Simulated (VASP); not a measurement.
Input of a VASP 6.6.1 run:

The input INCAR:

```
  PREC = Accurate
  ENCUT = 520
  EDIFF = 1E-6
  ISMEAR = -1
  SIGMA = 0.05
  LREAL = False
  LASPH = True
  NELM = 100
  ALGO = Normal
  ISIF = 2
  LWAVE = False
  LCHARG = False
  NBANDS = 19
```

Contents of KPOINTS:

```
regular mesh
0
Gamma
  10 10 10
```

POSCAR

```
TiO2
1.0
    1.4973312015      0.8644845722      6.9815443949
   -1.4973312015      0.8644845722      6.9815443949
    0.0000000000     -1.7289691445      6.9815443949
Ti O
1 2
Direct
    0.0000000000      0.0000000000      0.0000000000
    0.3795330000      0.3795330000      0.3795330000
    0.6204670000      0.6204670000      0.6204670000
```

Potentials or basis: VASP PAW LDA potentials, release 64 (Ti_sv, O).

Launch:

```bash
$ cat potpaw_LDA.64/Ti_sv/POTCAR potpaw_LDA.64/O/POTCAR > POTCAR
$ mpirun -np 1 vasp_std > vasp.out
```

Task: Estimate the pressure.

Result: -6.9 GPa.

Task: What does it give for the largest force?

Result: 0.750 eV/Å.

Task: What does it give for the band gap on the k mesh?

Result: 2.60 eV, indirect (least direct gap 2.77 eV).

Forces on the atoms (eV/Å):
```
Ti   0.000  0.000  0.000
O    0.000  0.000 -0.750
O    0.000  0.000  0.750
```

A k mesh can miss the band edges.
